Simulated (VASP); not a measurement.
Write the native input for VASP 6.6.1 that does the following.

```yaml
Task: relaxation of cell and atoms
Functional: PBE
Potentials_or_basis: VASP PAW PBE potentials, release 64 (Li_sv, Ag, C)
Cutoff: 600 eV
k_mesh: 16 × 16 × 12
Occupations: gaussian, width 0.1 eV
Spin: no spin polarisation
Dipole_correction: no
Further_INCAR_settings: ALGO = Normal; EDIFF = 1e-06; IBRION = 2; EDIFFG = -0.01; NSW = 100; ISIF = 3
```

The structure of LiAgC lies in POSCAR:

```
LiAgC
1.0
    3.0699778750      0.0000000000      0.0000000000
    0.0000000000      3.0699778750      0.0000000000
    0.0000000000      0.0000000000      4.1654689450
Li Ag C
1 1 1
Direct
    0.5000000000      0.5000000000      0.5000000000
    0.0000000000      0.0000000000      0.0000000000
    0.0000000000      0.0000000000      0.5000000000
```

The input as run:

INCAR

```
PREC = Accurate
ENCUT = 600
EDIFF = 1E-6
ISMEAR = 0
SIGMA = 0.1
LREAL = F
LASPH = T
NELM = 100
ALGO = Normal
ISIF = 3
LWAVE = F
LCHARG = F
GGA = PE
IBRION = 2
NSW = 100
EDIFFG = -0.01
```

KPOINTS

```
regular mesh
0
Gamma
  16 16 12
```

Potentials or basis: VASP PAW PBE potentials, release 64 (Li_sv, Ag, C).

Command:

```console
$ cat potpaw_PBE.64/Li_sv/POTCAR potpaw_PBE.64/Ag/POTCAR potpaw_PBE.64/C/POTCAR > POTCAR
$ mpirun -np 1 vasp_std > vasp.out
```

Results of the run:

- Relaxed volume: 13.08 Å³/atom
- Relaxed cell: a = 3.083 Å, b = 3.083 Å, c = 4.127 Å, α = 90.00°, β = 90.00°, γ = 90.00°
- Space group after relaxing (to 0.05 Å): P4/mmm (No. 123)
- Energy gained by relaxing: 1.0 meV/atom
- Ionic steps: 6
- Pressure after relaxing: 0.0 GPa
- Band gap on the k mesh: zero (band 9 reaches 6.45 eV, above the bottom of band 10 at 3.91 eV)

Caveat: the cutoff is under 1.25 times the usual one of these potentials, so pressure, stress and relaxed cells hold a basis-set (Pulay) error.

Wall time 3.6 min on 1 thread of Intel(R) Xeon(R) 6975P-C (Granite Rapids), with other jobs on the host, peak memory 0.37 GiB.
